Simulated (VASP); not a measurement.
# FeSi (P2_13) in VASP: relaxation of cell and atoms with PBEsol

Aim: the relaxation of cell and atoms of FeSi with PBEsol.

All numbers are computed with VASP 6.6.1; they aren't measurements. Logs are shortened: lines on timing, memory, paths and dates and some standing lists are left out, and cuts for length are marked.

## 1. The cell of the first run

Symmetry: P2_13, No. 198, cubic system. Conventional cell: a = 4.403 Å, b = 4.403 Å, c = 4.403 Å, α = 90.00°, β = 90.00°, γ = 90.00°. Fe (site symmetry 3) has 7 Si at 2.26 to 2.47 Å and 6 Fe at 2.70 Å within 3.0 Å. Within 3.0 Å of Si (site symmetry 3) lie 7 Fe at 2.26 to 2.47 Å and 6 Si at 2.73 Å.

## 2. Relaxation of cell and atoms, PBEsol

INCAR reads:

```
SYSTEM = FeSi
PREC = Accurate ; ENCUT = 600
EDIFF = 1E-7 ; ISMEAR = 0
SIGMA = 0.01 ; LREAL = .False.
LASPH = .True. ; NELM = 100
ALGO = Normal ; ISIF = 3
LWAVE = .False. ; LCHARG = .False.
GGA = PS ; IBRION = 2
NSW = 100 ; EDIFFG = -0.005
```

KPOINTS reads:

```
regular mesh
0
Gamma
  8 8 8
  0 0 0
```

POSCAR reads:

```
FeSi
1.0
    4.4028615138      0.0000000000      0.0000000000
    0.0000000000      4.4028615138      0.0000000000
    0.0000000000      0.0000000000      4.4028615138
Fe Si
4 4
Direct
    0.1370360825      0.1370360825      0.1370360825
    0.3629639175      0.8629639175      0.6370360825
    0.6370360825      0.3629639175      0.8629639175
    0.8629639175      0.6370360825      0.3629639175
    0.8411665561      0.8411665561      0.8411665561
    0.6588334439      0.1588334439      0.3411665561
    0.3411665561      0.6588334439      0.1588334439
    0.1588334439      0.3411665561      0.6588334439
```

Potentials or basis: VASP PAW PBE potentials, release 64 (Fe, Si).

Launch:

```bash
$ cat potpaw_PBE.64/Fe/POTCAR potpaw_PBE.64/Si/POTCAR > POTCAR
$ mpirun -np 1 vasp_std > vasp.out
```

OUTCAR:

```text
SYSTEM = FeSi
   PREC = Accurate
   ENCUT = 600
   EDIFF = 1E-7
   ISMEAR = 0
   LREAL = .False.
   LASPH = .True.
   NELM = 100
   ISIF = 3
   GGA = PS
   IBRION = 2
   NSW = 100
   EDIFFG = -0.005

 ion  position               nearest neighbor table
   1  0.137  0.137  0.137-   5 2.26   8 2.29   7 2.29   6 2.29   7 2.47   8 2.47   6 2.47   3 2.70
                             4 2.70   2 2.70   2 2.70   4 2.70   3 2.70
   2  0.363  0.863  0.637-   6 2.26   7 2.29   5 2.29   8 2.29   7 2.47   8 2.47   5 2.47   1 2.70
                             1 2.70   3 2.70   3 2.70   4 2.70   4 2.70
   3  0.637  0.363  0.863-   7 2.26   6 2.29   5 2.29   8 2.29   8 2.47   6 2.47   5 2.47   1 2.70
                             4 2.70   2 2.70   2 2.70   4 2.70   1 2.70
   4  0.863  0.637  0.363-   8 2.26   5 2.29   7 2.29   6 2.29   6 2.47   5 2.47   7 2.47   1 2.70
                             3 2.70   2 2.70   1 2.70   2 2.70   3 2.70
   5  0.841  0.841  0.841-   1 2.26   4 2.29   3 2.29   2 2.29   3 2.47   4 2.47   2 2.47   6 2.73
                             6 2.73   8 2.73   7 2.73   8 2.73   7 2.73
   6  0.659  0.159  0.341-   2 2.26   3 2.29   1 2.29   4 2.29   3 2.47   4 2.47   1 2.47   5 2.73
                             5 2.73   8 2.73   7 2.73   7 2.73   8 2.73
   7  0.341  0.659  0.159-   3 2.26   2 2.29   1 2.29   4 2.29   4 2.47   2 2.47   1 2.47   8 2.73
                             8 2.73   5 2.73   6 2.73   6 2.73   5 2.73
   8  0.159  0.341  0.659-   4 2.26   1 2.29   3 2.29   2 2.29   2 2.47   1 2.47   3 2.47   7 2.73
                             7 2.73   5 2.73   5 2.73   6 2.73   6 2.73

  LATTYP: Found a simple cubic cell.
 ALAT       =     4.4028615138

  Lattice vectors:

 A1 = (   4.4028615138,   0.0000000000,   0.0000000000)
 A2 = (   0.0000000000,   4.4028615138,   0.0000000000)
 A3 = (   0.0000000000,   0.0000000000,   4.4028615138)

Analysis of symmetry for initial positions (statically):
=====================================================================
 Subroutine PRICEL returns:
 Original cell was already a primitive cell.

 Routine SETGRP: Setting up the symmetry group for a
 simple cubic supercell.

 Subroutine GETGRP returns: Found 12 space group operations
 (whereof  3 operations were pure point group operations)
 out of a pool of 48 trial point group operations.

The static configuration has the point symmetry C_3 .
 The point group associated with its full space group is T   .

Analysis of symmetry for dynamics (positions and initial velocities):
=====================================================================
 Subroutine PRICEL returns:
 Original cell was already a primitive cell.

 Routine SETGRP: Setting up the symmetry group for a
 simple cubic supercell.

 Subroutine GETGRP returns: Found 12 space group operations
 (whereof  3 operations were pure point group operations)
 out of a pool of 48 trial point group operations.

The dynamic configuration has the point symmetry C_3 .
 The point group associated with its full space group is T   .

 Subroutine INISYM returns: Found 12 space group operations
 (whereof  3 operations are pure point group operations),
 and found     1 'primitive' translations

----------------------------------------------------------------------------------------

                                     Primitive cell

  volume of cell :      85.3503

  direct lattice vectors                    reciprocal lattice vectors
     4.402861514  0.000000000  0.000000000     0.227125018  0.000000000  0.000000000
     0.000000000  4.402861514  0.000000000     0.000000000  0.227125018  0.000000000
     0.000000000  0.000000000  4.402861514     0.000000000  0.000000000  0.227125018

  length of vectors
     4.402861514  4.402861514  4.402861514     0.227125018  0.227125018  0.227125018

  position of ions in fractional coordinates (direct lattice)
     0.137036083  0.137036083  0.137036083
     0.362963917  0.862963917  0.637036083
     0.637036083  0.362963917  0.862963917
     0.862963917  0.637036083  0.362963917
     0.841166556  0.841166556  0.841166556
     0.658833444  0.158833444  0.341166556
     0.341166556  0.658833444  0.158833444
     0.158833444  0.341166556  0.658833444

  ion indices of the primitive-cell ions
   primitive index   ion index
                 1           1
                 2           2
                 3           3
                 4           4
                 5           5
                 6           6
                 7           7
                 8           8

----------------------------------------------------------------------------------------

 KPOINTS: regular mesh

Automatic generation of k-mesh.
 Grid dimensions read from file:
 generate k-points for:    8    8    8

 Generating k-lattice:

  Cartesian coordinates                     Fractional coordinates (reciprocal lattice)
     0.028390627  0.000000000  0.000000000     0.125000000  0.000000000  0.000000000
     0.000000000  0.028390627  0.000000000     0.000000000  0.125000000  0.000000000
     0.000000000  0.000000000  0.028390627     0.000000000  0.000000000  0.125000000

  Length of vectors
     0.028390627  0.028390627  0.028390627

  Shift w.r.t. Gamma in fractional coordinates (k-lattice)
     0.000000000  0.000000000  0.000000000

 Subroutine IBZKPT returns following result:
 ===========================================

 Found     45 irreducible k-points:

 Following reciprocal coordinates:
            Coordinates               Weight
  0.000000  0.000000  0.000000      1.000000
  0.125000  0.000000  0.000000      6.000000
  0.250000  0.000000  0.000000      6.000000
  0.375000  0.000000  0.000000      6.000000
  0.500000  0.000000  0.000000      3.000000
  0.125000  0.125000  0.000000     12.000000
[... 16 lines left out ...]
  0.250000  0.125000  0.125000     24.000000
  0.375000  0.125000  0.125000     24.000000
 [... further k-points ...]
   k-points           NKPTS =     45   k-points in BZ     NKDIM =     45   number of bands    NBANDS=     29
   number of dos      NEDOS =    301   number of ions     NIONS =      8
   total plane-waves  NPLWV =  46656
   dimension x,y,z NGX =    36 NGY =   36 NGZ =   36
   dimension x,y,z NGXF=    72 NGYF=   72 NGZF=   72
   ions per type =               4   4
   NGX,Y,Z   is equivalent  to a cutoff of  13.59, 13.59, 13.59 a.u.
   NGXF,Y,Z  is equivalent  to a cutoff of  27.19, 27.19, 27.19 a.u.
 SYSTEM =  FeSi
   PREC   = accura    normal or accurate (medium, high low for compatibility)
   ISTART =      0    job   : 0-new  1-cont  2-samecut
   ICHARG =      2    charge: 1-file 2-atom 10-const
   ISPIN  =      1    spin polarized calculation?
   LNONCOLLINEAR =      F non collinear calculations
   LSORBIT =      F    spin-orbit coupling
   LASPH  =      T    aspherical Exc in radial PAW
   ENCUT  =  600.0 eV  44.10 Ry    6.64 a.u.   8.79  8.79  8.79*2*pi/ulx,y,z
   NELM   =    100;   NELMIN=  2; NELMDL= -5     # of ELM steps
   EDIFF  = 0.1E-06   stopping-criterion for ELM
   LREAL  =      F    real-space projection
   EDIFFG = -.5E-02   stopping-criterion for IOM
   NSW    =    100    number of steps for IOM
   IBRION =      2    ionic relax: 0-MD 1-quasi-New 2-CG
   NFREE  =      1    steps in history (QN), initial steepest desc. (CG)
   ISIF   =      3    stress and relaxation
   ISYM   =      2    0-nonsym 1-usesym 2-fastsym
   POTIM  = 0.5000    time-step for ionic-motion
   TEBEG  =    0.0;   TEEND  =   0.0 temperature during run
   PSTRESS=    0.0 pullay stress
   NELECT =      48.0000    total number of electrons
   NUPDOWN=      -1.0000    fix difference up-down
   EMIN   =  10.00;   EMAX   =-10.00  energy-range for DOS
   EFERMI =   0.00;   METHOD = LEGACY
   ISMEAR =     0;   SIGMA  =   0.01  broadening in eV -4-tet -1-fermi 0-gaus
   EFERMI_NEDOS =   21; number of points for ismear=-14 and -15
   IALGO  =     38    algorithm
   IMIX   =      4    mixing-type and parameters
     AMIX     =   0.40;   BMIX     =  1.00
     AMIX_MAG =   1.60;   BMIX_MAG =  1.00
  volume/ion in A,a.u.               =      10.67        72.00
  Fermi-wavevector in a.u.,A,eV,Ry     =   1.351306  2.553597 24.844600  1.826027
  Thomas-Fermi vector in A             =   2.478738
   LORBIT       =      0    0 simple, 1 ext, 2 COOP (PROOUT), +10 PAW based schemes
   GGA     = PS    functional components
   LHFCALC =     F    Hartree Fock is set to
   AEXX    =    0.0000 exact exchange contribution
   IVDW    =     0    specifies the selected vdW correction
   LEPSILON=     F    determine dielectric tensor
   LRPA    =     F    only Hartree local field effects (RPA)
 conjugate gradient relaxation of ions
 non-spin polarized calculation
 Gauss-broadening in eV      SIGMA  =   0.01
  energy-cutoff  :      600.00
  volume of cell :       85.35
 maximum number of plane-waves:      2897
   NGX = 17   NGY = 17   NGZ = 17

--------------------------------------- Ionic step        1  -------------------------------------------

 number of electron      48.0000004 magnetization

 Free energy of the ion-electron system (eV)
  ---------------------------------------------------
  ext. energy  EPLUGINS =         0.00000000
  ---------------------------------------------------
  free energy    TOTEN  =       -63.82112155 eV

  energy without entropy =      -63.82112155  energy(sigma->0) =      -63.82112155

------------------------ aborting loop because EDIFF is reached ----------------------------------------

  FORCE on cell =-STRESS in cart. coord.  units (eV):
  Direction    XX          YY          ZZ          XY          YZ          ZX
  --------------------------------------------------------------------------------------
  -------------------------------------------------------------------------------------
  Total        0.3297588      0.3297588      0.3297588     -0.0000000      0.0000000      0.0000000
  in kB        6.1901608      6.1901608      6.1901608     -0.0000000      0.0000000      0.0000000
  external PRESSURE =       6.1901608 kB  Pullay stress =       0.0000000 kB
[... 153 lines left out ...]
  energy  without entropy=      -63.8215764787  energy(sigma->0) =      -63.82157648

--------------------------------------- Ionic step        5  -------------------------------------------

 number of electron      48.0000006 magnetization

 Free energy of the ion-electron system (eV)
  ---------------------------------------------------
  ext. energy  EPLUGINS =         0.00000000
  ---------------------------------------------------
  free energy    TOTEN  =       -63.82161525 eV

  energy without entropy =      -63.82161525  energy(sigma->0) =      -63.82161525

 E-fermi :  10.0849     XC(G=0): -13.0404

 val. band max:        9.9910236590   @ k =   0.2500   0.1250   0.1250
 cond. band min:      10.1305564420   @ k =   0.3750   0.1250   0.1250
 fundamental gap:      0.1395327830
 Fermi energy:        10.0848880161

 k-point     1 :       0.0000    0.0000    0.0000
  band No.  band energies     occupation
      1      -3.4789      2.00000
      2       1.9810      2.00000
      3       1.9810      2.00000
      4       1.9810      2.00000
      5       4.8038      2.00000
      6       4.8038      2.00000
[... 757 lines left out ...]
     28      12.2369      0.00000
     29      12.5440      0.00000

 [... further k-points ...]
[... 5 lines left out ...]
  --------------------------------------------------------------------------------------
  -------------------------------------------------------------------------------------
  Total       -0.0101058     -0.0101058     -0.0101058     -0.0000000     -0.0000000     -0.0000000
  in kB       -0.1892512     -0.1892512     -0.1892512     -0.0000000     -0.0000000     -0.0000000
  external PRESSURE =      -0.1892512 kB  Pullay stress =       0.0000000 kB
[... 23 lines left out ...]
  FREE ENERGIE OF THE ION-ELECTRON SYSTEM (eV)
  ---------------------------------------------------
  free  energy   TOTEN  =       -63.8216152509 eV

  energy  without entropy=      -63.8216152509  energy(sigma->0) =      -63.82161525

 reached required accuracy - stopping structural energy minimisation
```

Run time: 4.5 min. Hardware: 1 thread of Intel Xeon Platinum 8488C (Sapphire Rapids), shared host; peak memory 0.27 GiB.

What came out:

```yaml
Free_energy: -63.8216 eV
Relaxed_volume: 10.69 Å³/atom
Relaxed_cell: a = 4.406 Å, b = 4.406 Å, c = 4.406 Å, α = 90.00°, β = 90.00°, γ = 90.00°
Space_group_after_relaxing_to_0.1_Å: P2_13 (No. 198)
Energy_gained_by_relaxing: 0.1 meV/atom
Ionic_steps: 5
Pressure_after_relaxing: 0.0 GPa
Largest_force_after_relaxing: 0.005 eV/Å
Band_gap_on_the_k_mesh: 0.14 eV (least direct gap 0.16 eV)
```

Forces on the atoms (eV/Å):
```
Fe   0.003  0.003  0.003
Fe  -0.003 -0.003  0.003
Fe   0.003 -0.003 -0.003
Fe  -0.003  0.003 -0.003
Si  -0.001 -0.001 -0.001
Si   0.001  0.001 -0.001
Si  -0.001  0.001  0.001
Si   0.001 -0.001  0.001
```

The path:
| step | energy change (eV) | largest force (eV/Å) | pressure (GPa) | volume (Å³) |
| --- | --- | --- | --- | --- |
| 1 | 0.0000 | 0.0330 | 0.62 | 85.35 |
| 2 | 0.0004 | 0.0134 | -0.91 | 85.86 |
| 3 | -0.0005 | 0.0135 | -0.02 | 85.56 |
| 4 | -0.0005 | 0.0130 | -0.04 | 85.57 |
| 5 | -0.0005 | 0.0046 | -0.02 | 85.55 |

Final structure:
```
CELL_PARAMETERS angstrom
4.40637 0.00000 0.00000
0.00000 4.40637 0.00000
0.00000 0.00000 4.40637
ATOMIC_POSITIONS crystal
Fe 0.13720 0.13720 0.13720
Fe 0.36280 0.86280 0.63720
Fe 0.63720 0.36280 0.86280
Fe 0.86280 0.63720 0.36280
Si 0.84106 0.84106 0.84106
Si 0.65894 0.15894 0.34106
Si 0.34106 0.65894 0.15894
Si 0.15894 0.34106 0.65894
```

Caveat: the PAW data sets were made with another functional, which shifts forces and pressure a little.
